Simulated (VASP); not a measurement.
A run of VASP 6.6.1:

File INCAR:

```
SYSTEM = LiGaO
PREC     = Accurate       ! precision mode
ENCUT    = 520            ! plane-wave cutoff, eV
EDIFF    = 1E-7           ! SCF threshold, eV
ISMEAR   = 0              ! smearing method
SIGMA    = 0.01           ! smearing width, eV
LREAL    = .False.        ! projectors in reciprocal space
LASPH    = .True.         ! aspherical terms in the spheres
NELM     = 100            ! most SCF steps
ALGO     = Normal         ! electronic algorithm
ISIF     = 2              ! what is computed and relaxed
LWAVE    = .False.        ! write WAVECAR
LCHARG   = .False.        ! write CHGCAR
GGA      = PE             ! functional
NBANDS   = 18             ! bands
```

KPOINTS

```
Automatic mesh
0
Gamma
  10 10 10
  0 0 0
```

Contents of POSCAR:

```
LiGaO
1.0
    3.7837085043      0.0000000000      0.0000000000
    0.0000000000      3.7837085043      0.0000000000
    0.0000000000      0.0000000000      3.3723161526
Li Ga O
1 1 1
Direct
    0.0000000000      0.0000000000      0.5000000000
    0.5000000000      0.5000000000      0.5000000000
    0.0000000000      0.0000000000      0.0000000000
```

Potentials or basis: VASP PAW PBE potentials, release 64 (Li_sv, Ga_d, O).

Launch:

```sh
$ cat potpaw_PBE.64/Li_sv/POTCAR potpaw_PBE.64/Ga_d/POTCAR potpaw_PBE.64/O/POTCAR > POTCAR
$ mpirun -np 1 vasp_std > vasp.out
```

Hardware: 1 thread of Intel Xeon 8259CL (shared host).

Task: Estimate the wall time of this run.

Result: It took 2.9 min on 1 thread of Intel Xeon 8259CL, on a shared host, peak memory 0.24 GiB. Counts: scf iterations 16, k points 126.
